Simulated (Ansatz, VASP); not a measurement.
# One calculation of H, two programs

```
CELL_PARAMETERS angstrom
15.00000 0.00000 0.00000
0.00000 15.50000 0.00000
0.00000 0.00000 16.00000
ATOMIC_POSITIONS crystal
H 0.47478 0.49896 0.50120
H 0.52522 0.50104 0.49880
```

Alike in both runs: functional PBEsol; k mesh 1 × 1 × 1; occupations gaussian, width 0.005 eV; no spin polarisation.

Ansatz relaxed the structure, and its values are those at the end. VASP's run is a single point on that final structure, the one shown.

|  | VASP | Ansatz |
| --- | --- | --- |
| version | VASP 6.6.1 | Ansatz 0.2.0 |
| potentials or method | VASP PAW PBE potentials, release 64 (H), cutoff 400 eV | scalar-relativistic, plane waves, PAW |
| valence electrons in the cell | 2 | 2 |

Ansatz gave:

```
gap on the k mesh at the Fermi level (eV) : 10.07
rms of the force components (eV/Å)        : 0.000
```

**Question.** What did VASP give for the same quantities?

**Answer.** gap on the k mesh at the Fermi level (eV): 10.06; rms of the force components (eV/Å): 0.017.

VASP's potentials were made for PBE, not for PBEsol.
